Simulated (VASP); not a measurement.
Input of a VASP 6.6.1 run:

File INCAR:

```
  ALGO = Normal
  EDIFF = 1E-7
  EDIFFG = -0.04
  ENCUT = 600
  GGA = PE
  IBRION = 2
  ISIF = 3
  ISMEAR = 0
  LASPH = True
  LCHARG = False
  LREAL = False
  LWAVE = False
  NELM = 100
  NSW = 90
  PREC = Accurate
  SIGMA = 0.1
```

The input KPOINTS:

```
k-points
0
Gamma
  6 6 6
```

POSCAR

```
Sb
1.0
    1.9071387700     -2.6051031300      0.0000000000
    1.9071387700      2.6051031300      0.0000000000
    0.0000000000      0.0000000000      3.5497608000
Sb
1
Direct
    0.0000000000      0.0000000000      0.5000000000
```

Potentials or basis: VASP PAW PBE potentials, release 64 (Sb).

Launch:

```bash
$ cat potpaw_PBE.64/Sb/POTCAR > POTCAR
$ mpirun -np 1 vasp_std > vasp.out
```

(1) Predict the relaxed cell.

(2) Predict the space group after relaxing (to 0.05 Å).

(3) Estimate the relaxed volume.

Results:

(1) a = 3.126 Å, b = 3.126 Å, c = 3.127 Å, α = 90.00°, β = 90.00°, γ = 90.20°.

(2) Pm-3m (No. 221).

(3) 30.56 Å³/atom.
